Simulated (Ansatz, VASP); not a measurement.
# AlIn3Sb4: VASP beside Ansatz

Contents of INCAR:

```
ALGO = Normal
EDIFF = 1E-7
ENCUT = 520
GGA = PE
ISIF = 2
ISMEAR = 0
LASPH = T
LCHARG = F
LREAL = F
LWAVE = F
NBANDS = 41
NELM = 80
PREC = Accurate
SIGMA = 0.2
```

Contents of KPOINTS:

```
k-points
0
Gamma
  6 6 2
```

The input POSCAR:

```
AlIn3Sb4
1.0
    4.6139793000      0.0000000000      0.0000000000
    0.0000000000      4.6139793000      0.0000000000
    0.0000000000      0.0000000000     13.0736708000
Al In Sb
1 3 4
Direct
    0.5000000000      0.5000000000      0.0000000000
    0.0000000000      0.0000000000      0.7576940000
    0.0000000000      0.0000000000      0.2423060000
    0.5000000000      0.5000000000      0.5000000000
    0.5000000000      0.0000000000      0.8875770000
    0.0000000000      0.5000000000      0.1124230000
    0.5000000000      0.0000000000      0.3710950000
    0.0000000000      0.5000000000      0.6289050000
```

Input for Ansatz:

```yaml
crystal:
  lattice:
    - [4.6139793, 0.0, 0.0]
    - [0.0, 4.6139793, 0.0]
    - [0.0, 0.0, 13.0736708]
  atoms:
    - { symbol: Al, position: [0.5, 0.5, 0.0] }
    - { symbol: In, position: [0.0, 0.0, 0.757694] }
    - { symbol: In, position: [0.0, 0.0, 0.242306] }
    - { symbol: In, position: [0.5, 0.5, 0.5] }
    - { symbol: Sb, position: [0.5, 0.0, 0.887577] }
    - { symbol: Sb, position: [0.0, 0.5, 0.112423] }
    - { symbol: Sb, position: [0.5, 0.0, 0.371095] }
    - { symbol: Sb, position: [0.0, 0.5, 0.628905] }
basis:
  ecutwfc: 420
kpoints:
  mp_grid: { grid: [6, 6, 2] }
hamiltonian:
  xc: pbe
scf:
  occupations: { method: gaussian, width: 0.2 }
  lower_state_search: "off"
output:
  forces: true
  stress: true
  eigenvalues: true
```

Alike in both runs: task single point; functional PBE; k mesh 6 × 6 × 2; occupations gaussian, width 0.2 eV; no spin polarisation.

```csv
,VASP,Ansatz
version,VASP 6.6.1,Ansatz 0.2.0
potentials or method,"VASP PAW PBE potentials, release 64 (Al, In_d, Sb), cutoff 520 eV","scalar-relativistic, plane waves, PAW"
valence electrons in the cell,62,102
```

|  | VASP | Ansatz | Ansatz less VASP |
| --- | --- | --- | --- |
| gap on the k mesh at the Fermi level (eV) | none | none | - |
| pressure (GPa) | 0.1 | 0.0 | -0.01 |
| traceless stress, the component that is largest in VASP (GPa) | -0.05 | -0.05 | +0.004 |
| rms of the force components (eV/Å) | 0.004 | 0.000 | -0.0036 |

Atom by atom the forces differ by 0.004 eV/Å (rms over components). A gap of «none» marks a metal or a gap that the smearing closes. VASP's potentials hold 62 valence electrons a cell and Ansatz's 102, so a difference there can come from the potentials and not from the codes.

Neither program's run includes spin-orbit coupling.
